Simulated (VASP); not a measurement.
# Ti (P6_3/mmc) in VASP: further runs

The runs below take Ti through single point, with PBEsol.

Program: VASP 6.6.1. These are calculated values, not measurements. Logs are shortened: lines on timing, memory, paths and dates and some standing lists are left out, and cuts for length are marked.

## (1) The cell of the first run

Symmetry: P6_3/mmc, No. 194, hexagonal system. The conventional cell has a = 2.936 Å, b = 2.936 Å, c = 4.641 Å, α = 90.00°, β = 90.00°, γ = 120.00°. Ti (site symmetry -6m2) has 12 Ti at 2.87 to 2.94 Å within 3.8 Å.

## (2) Single point, PBEsol

File INCAR:

```
SYSTEM = Ti
ALGO = Fast
EDIFF = 1E-6
ENCUT = 520
GGA = PS
ISIF = 2
ISMEAR = 0
LASPH = .TRUE.
LCHARG = .FALSE.
LREAL = .FALSE.
LWAVE = .FALSE.
NBANDS = 19
NELM = 80
PREC = Accurate
SIGMA = 0.1
```

File KPOINTS:

```
k-points
0
G
  9 9 4
  0 0 0
```

File POSCAR:

```
Ti
1.0
    2.9357319200      0.0000000000      0.0000000000
   -1.4678659600      2.5424184200      0.0000000000
    0.0000000000      0.0000000000      4.6408561500
Ti
2
Direct
    0.3333333300      0.6666666700      0.2500000000
    0.6666666700      0.3333333300      0.7500000000
```

Potentials or basis: VASP PAW PBE potentials, release 64 (Ti_sv).

Command:

```bash
> cat potpaw_PBE.64/Ti_sv/POTCAR > POTCAR
> mpirun -np 1 vasp_std > vasp.out
```

OUTCAR:

```text
SYSTEM = Ti
   EDIFF = 1E-6
   ENCUT = 520
   GGA = PS
   ISIF = 2
   ISMEAR = 0
   LASPH = .TRUE.
   LREAL = .FALSE.
   NELM = 80
   PREC = Accurate

 ion  position               nearest neighbor table
   1  0.333  0.667  0.250-   2 2.87   2 2.87   2 2.87   2 2.87   2 2.87   2 2.87
   2  0.667  0.333  0.750-   1 2.87   1 2.87   1 2.87   1 2.87   1 2.87   1 2.87

  LATTYP: Found a hexagonal cell.
 ALAT       =     2.9357319200
 C/A-ratio  =     1.5808174167

  Lattice vectors:

 A1 = (   2.9357319200,   0.0000000000,   0.0000000000)
 A2 = (  -1.4678659600,   2.5424184200,   0.0000000000)
 A3 = (   0.0000000000,   0.0000000000,   4.6408561500)

Analysis of symmetry for initial positions (statically):
=====================================================================
 Subroutine PRICEL returns:
 Original cell was already a primitive cell.

 Routine SETGRP: Setting up the symmetry group for a
 hexagonal supercell.

 Subroutine GETGRP returns: Found 24 space group operations
 (whereof 12 operations were pure point group operations)
 out of a pool of 24 trial point group operations.

The static configuration has the point symmetry D_3d.
 The point group associated with its full space group is D_6h.

Analysis of symmetry for dynamics (positions and initial velocities):
=====================================================================
 Subroutine PRICEL returns:
 Original cell was already a primitive cell.

 Routine SETGRP: Setting up the symmetry group for a
 hexagonal supercell.

 Subroutine GETGRP returns: Found 24 space group operations
 (whereof 12 operations were pure point group operations)
 out of a pool of 24 trial point group operations.

The dynamic configuration has the point symmetry D_3d.
 The point group associated with its full space group is D_6h.

 Subroutine INISYM returns: Found 24 space group operations
 (whereof 12 operations are pure point group operations),
 and found     1 'primitive' translations

----------------------------------------------------------------------------------------

                                     Primitive cell

  volume of cell :      34.6387

  direct lattice vectors                    reciprocal lattice vectors
     2.935731920  0.000000000  0.000000000     0.340630557  0.196663144  0.000000000
    -1.467865960  2.542418420  0.000000000     0.000000000  0.393326288  0.000000000
     0.000000000  0.000000000  4.640856150     0.000000000  0.000000000  0.215477483

  length of vectors
     2.935731920  2.935731919  4.640856150     0.393326288  0.393326288  0.215477483

  position of ions in fractional coordinates (direct lattice)
     0.333333330  0.666666670  0.250000000
     0.666666670  0.333333330  0.750000000

  ion indices of the primitive-cell ions
   primitive index   ion index
                 1           1
                 2           2

----------------------------------------------------------------------------------------

 KPOINTS: k-points

Automatic generation of k-mesh.
 Grid dimensions read from file:
 generate k-points for:    9    9    4

 Generating k-lattice:

  Cartesian coordinates                     Fractional coordinates (reciprocal lattice)
     0.037847840  0.021851460  0.000000000     0.111111111 -0.000000000  0.000000000
     0.000000000  0.043702921  0.000000000     0.000000000  0.111111111  0.000000000
     0.000000000  0.000000000  0.053869371     0.000000000  0.000000000  0.250000000

  Length of vectors
     0.043702921  0.043702921  0.053869371

  Shift w.r.t. Gamma in fractional coordinates (k-lattice)
     0.000000000  0.000000000  0.000000000

 Subroutine IBZKPT returns following result:
 ===========================================

 Found     36 irreducible k-points:

 Following reciprocal coordinates:
            Coordinates               Weight
  0.000000  0.000000  0.000000      1.000000
  0.111111 -0.000000  0.000000      6.000000
  0.222222 -0.000000  0.000000      6.000000
  0.333333 -0.000000  0.000000      6.000000
  0.444444 -0.000000  0.000000      6.000000
  0.111111  0.111111  0.000000      6.000000
[... 16 lines left out ...]
  0.333333  0.222222  0.250000     24.000000
  0.333333  0.333333  0.250000      4.000000
 [... further k-points ...]
   k-points           NKPTS =     36   k-points in BZ     NKDIM =     36   number of bands    NBANDS=     19
   number of dos      NEDOS =    301   number of ions     NIONS =      2
   total plane-waves  NPLWV =  20736
   dimension x,y,z NGX =    24 NGY =   24 NGZ =   36
   dimension x,y,z NGXF=    48 NGYF=   48 NGZF=   72
   ions per type =               2
   NGX,Y,Z   is equivalent  to a cutoff of  13.59, 13.59, 12.90 a.u.
   NGXF,Y,Z  is equivalent  to a cutoff of  27.18, 27.18, 25.79 a.u.
 SYSTEM =  Ti
   PREC   = accura    normal or accurate (medium, high low for compatibility)
   ISTART =      0    job   : 0-new  1-cont  2-samecut
   ICHARG =      2    charge: 1-file 2-atom 10-const
   ISPIN  =      1    spin polarized calculation?
   LNONCOLLINEAR =      F non collinear calculations
   LSORBIT =      F    spin-orbit coupling
   LASPH  =      T    aspherical Exc in radial PAW
   ENCUT  =  520.0 eV  38.22 Ry    6.18 a.u.   5.46  5.46  8.63*2*pi/ulx,y,z
   NELM   =     80;   NELMIN=  2; NELMDL= -5     # of ELM steps
   EDIFF  = 0.1E-05   stopping-criterion for ELM
   LREAL  =      F    real-space projection
   EDIFFG = 0.1E-04   stopping-criterion for IOM
   NSW    =      0    number of steps for IOM
   IBRION =     -1    ionic relax: 0-MD 1-quasi-New 2-CG
   NFREE  =      0    steps in history (QN), initial steepest desc. (CG)
   ISIF   =      2    stress and relaxation
   ISYM   =      2    0-nonsym 1-usesym 2-fastsym
   POTIM  = 0.5000    time-step for ionic-motion
   TEBEG  =    0.0;   TEEND  =   0.0 temperature during run
   PSTRESS=    0.0 pullay stress
   NELECT =      24.0000    total number of electrons
   NUPDOWN=      -1.0000    fix difference up-down
   EMIN   =  10.00;   EMAX   =-10.00  energy-range for DOS
   EFERMI =   0.00;   METHOD = LEGACY
   ISMEAR =     0;   SIGMA  =   0.10  broadening in eV -4-tet -1-fermi 0-gaus
   EFERMI_NEDOS =   21; number of points for ismear=-14 and -15
   IALGO  =     68    algorithm
   IMIX   =      4    mixing-type and parameters
     AMIX     =   0.40;   BMIX     =  1.00
     AMIX_MAG =   1.60;   BMIX_MAG =  1.00
  volume/ion in A,a.u.               =      17.32       116.88
  Fermi-wavevector in a.u.,A,eV,Ry     =   1.448632  2.737518 28.552297  2.098535
  Thomas-Fermi vector in A             =   2.566451
   LORBIT       =      0    0 simple, 1 ext, 2 COOP (PROOUT), +10 PAW based schemes
   GGA     = PS    functional components
   LHFCALC =     F    Hartree Fock is set to
   AEXX    =    0.0000 exact exchange contribution
   IVDW    =     0    specifies the selected vdW correction
   LEPSILON=     F    determine dielectric tensor
   LRPA    =     F    only Hartree local field effects (RPA)
 non-spin polarized calculation
 RMM-DIIS sequential band-by-band and
 Gauss-broadening in eV      SIGMA  =   0.10
  energy-cutoff  :      520.00
  volume of cell :       34.64
 maximum number of plane-waves:       965
 NGX is ok and might be reduce to    24
   NGX = 11   NGY = 11   NGZ = 17

 number of electron      24.0000002 magnetization

 Free energy of the ion-electron system (eV)
  ---------------------------------------------------
  ext. energy  EPLUGINS =         0.00000000
  ---------------------------------------------------
  free energy    TOTEN  =       -16.67699953 eV

  energy without entropy =      -16.66878454  energy(sigma->0) =      -16.67289203

 E-fermi :   8.2093     XC(G=0): -11.6488

 val. band max:        8.1537151495   @ k =   0.1111   0.1111   0.2500
 cond. band min:       8.2172878800   @ k =   0.2222   0.2222   0.5000
 fundamental gap:      0.0635727305
 Fermi energy:         8.2093183544

 k-point     1 :       0.0000    0.0000    0.0000
  band No.  band energies     occupation
      1     -48.3868      2.00000
      2     -48.2445      2.00000
      3     -25.0843      2.00000
      4     -24.4263      2.00000
      5     -24.4263      2.00000
      6     -24.3561      2.00000
[... 11 lines left out ...]
     18       9.8499      0.00000
     19      11.4056      0.00000

 k-point     2 :       0.1111   -0.0000    0.0000
  band No.  band energies     occupation
      1     -48.3745      2.00000
      2     -48.2398      2.00000
      3     -25.0569      2.00000
      4     -24.4817      2.00000
      5     -24.4448      2.00000
      6     -24.3796      2.00000
[... 11 lines left out ...]
     18       9.7316      0.00000
     19      11.5013      0.00000

 k-point     3 :       0.2222   -0.0000    0.0000
  band No.  band energies     occupation
      1     -48.3421      2.00000
      2     -48.2290      2.00000
      3     -24.9815      2.00000
      4     -24.6233      2.00000
      5     -24.5199      2.00000
      6     -24.4893      2.00000
[... 11 lines left out ...]
     18      10.3181      0.00000
     19      11.6646      0.00000

 k-point     4 :       0.3333   -0.0000    0.0000
  band No.  band energies     occupation
      1     -48.3019      2.00000
      2     -48.2201      2.00000
      3     -24.8784      2.00000
      4     -24.7863      2.00000
      5     -24.6719      2.00000
      6     -24.5373      2.00000
[... 11 lines left out ...]
     18      11.0847      0.00000
     19      11.7782      0.00000

 k-point     5 :       0.4444   -0.0000    0.0000
  band No.  band energies     occupation
      1     -48.2707      2.00000
      2     -48.2189      2.00000
      3     -24.8930      2.00000
      4     -24.7868      2.00000
      5     -24.7675      2.00000
      6     -24.5677      2.00000
[... 11 lines left out ...]
     18      11.8284      0.00000
     19      12.1476      0.00000
[... 334 lines left out ...]
      2     -48.2261      2.00000
      3     -24.9560      2.00000
      4     -24.8580      2.00000
      5     -24.6618      2.00000
      6     -24.5547      2.00000
[... 11 lines left out ...]
     18      11.7808      0.00000
     19      12.5074      0.00000

 k-point    22 :       0.2222    0.2222    0.2500
  band No.  band energies     occupation
      1     -48.2726      2.00000
      2     -48.2276      2.00000
      3     -24.8924      2.00000
      4     -24.8090      2.00000
      5     -24.6216      2.00000
      6     -24.6139      2.00000
[... 11 lines left out ...]
     18      11.6444      0.00000
     19      12.2266      0.00000

 k-point    23 :       0.3333    0.2222    0.2500
  band No.  band energies     occupation
      1     -48.2490      2.00000
      2     -48.2263      2.00000
      3     -24.8951      2.00000
      4     -24.8353      2.00000
      5     -24.7042      2.00000
      6     -24.5888      2.00000
[... 11 lines left out ...]
     18      11.7539      0.00000
     19      13.2630      0.00000

 k-point    24 :       0.3333    0.3333    0.2500
  band No.  band energies     occupation
      1     -48.2334      2.00000
      2     -48.2334      2.00000
      3     -24.8300      2.00000
      4     -24.8300      2.00000
      5     -24.7837      2.00000
      6     -24.6163      2.00000
[... 11 lines left out ...]
     18      11.3868      0.00000
     19      14.7761      0.00000

 [... further k-points ...]
[... 5 lines left out ...]
  --------------------------------------------------------------------------------------
  -------------------------------------------------------------------------------------
  Total       -0.9058823     -0.9058823     -1.0839548     -0.0000000      0.0000000      0.0000000
  in kB      -41.9006556    -41.9006556    -50.1372160     -0.0000000      0.0000000      0.0000000
  external PRESSURE =     -44.6461757 kB  Pullay stress =       0.0000000 kB

 VOLUME and BASIS-vectors are now :
 -----------------------------------------------------------------------------
  energy-cutoff  :      520.00
  volume of cell :       34.64
      direct lattice vectors                 reciprocal lattice vectors
     2.935731920  0.000000000  0.000000000     0.340630557  0.196663144  0.000000000
    -1.467865960  2.542418420  0.000000000     0.000000000  0.393326288  0.000000000
     0.000000000  0.000000000  4.640856150     0.000000000  0.000000000  0.215477483

 POSITION                                       TOTAL-FORCE (eV/Angst)
 -----------------------------------------------------------------------------------
     -0.00000      1.69495      1.16021         0.000000      0.000000      0.000000
      1.46787      0.84747      3.48064        -0.000000     -0.000000      0.000000
 -----------------------------------------------------------------------------------
    total drift:                               -0.000009      0.000005     -0.000000

  FREE ENERGIE OF THE ION-ELECTRON SYSTEM (eV)
  ---------------------------------------------------
  free  energy   TOTEN  =       -16.6769995323 eV

  energy  without entropy=      -16.6687845377  energy(sigma->0) =      -16.67289203
```

Run time: 26 s. Hardware: 1 thread of Intel Xeon 6975P-C (Granite Rapids), shared host; peak memory 0.15 GiB.

What came out:

| Quantity | Value |
| --- | --- |
| Free energy | -16.6770 eV |
| Pressure | -4.5 GPa |
| Band gap on the k mesh | zero (band 12 reaches 9.01 eV, above the bottom of band 13 at 8.03 eV) |

Caveat: the PAW data sets were made with another functional, which shifts forces and pressure a little.

## (3) Single point, PBEsol

This run uses another cell than the first one, of 16.72 Å³/atom, 0.965 times its volume.

File INCAR:

```
SYSTEM = Ti
  PREC = Accurate
  ENCUT = 520
  EDIFF = 1E-6
  ISMEAR = 0
  SIGMA = 0.1
  LREAL = .False.
  LASPH = .True.
  NELM = 100
  ALGO = Fast
  ISIF = 2
  LWAVE = .False.
  LCHARG = .False.
  GGA = PS
  NBANDS = 19
```

File KPOINTS:

```
Automatic mesh
0
Gamma
  18 18 10
  0 0 0
```

File POSCAR:

```
Ti
1.0
    2.9002683647      0.0000000000      0.0000000000
   -1.4501341824      2.5117060817      0.0000000000
    0.0000000000      0.0000000000      4.5903350531
Ti
2
Direct
    0.3333333333      0.6666666667      0.2500000000
    0.6666666667      0.3333333333      0.7500000000
```

Potentials or basis: VASP PAW PBE potentials, release 64 (Ti_sv).

Command:

```bash
> cat potpaw_PBE.64/Ti_sv/POTCAR > POTCAR
> mpirun -np 1 vasp_std > vasp.out
```

Wall time 2.2 min (1 thread of Intel Xeon 6975P-C (Granite Rapids), shared host); peak memory 0.24 GiB.

The run converged. Its results:

```
Free energy            : -16.6841 eV
Pressure               : -0.3 GPa
Band gap on the k mesh : zero (band 12 reaches 9.41 eV, above the bottom of band 13 at 8.29 eV)
```

Levels at points of the mesh, in eV from the Fermi level:
| k point | band 9 | band 10 | band 11 | band 12 | band 13 | band 14 | band 15 | band 16 |
| --- | --- | --- | --- | --- | --- | --- | --- | --- |
| (0.00, 0.00, 0.00) | -6.31 | -2.80 | 0.78 | 0.78 | 0.89 | 0.92 | 1.31 | 1.31 |
| (0.50, 0.00, 0.00) | -2.41 | -2.29 | -1.96 | -0.59 | 0.46 | 0.65 | 1.23 | 3.51 |
| (0.00, 0.00, 0.50) | -4.39 | -4.39 | 0.08 | 0.08 | 0.68 | 0.68 | 0.68 | 0.68 |
| (0.50, 0.00, 0.50) | -2.66 | -2.66 | -0.87 | -0.87 | 1.43 | 1.43 | 1.79 | 1.79 |

Caveat: the PAW data sets were made with another functional, which shifts forces and pressure a little.
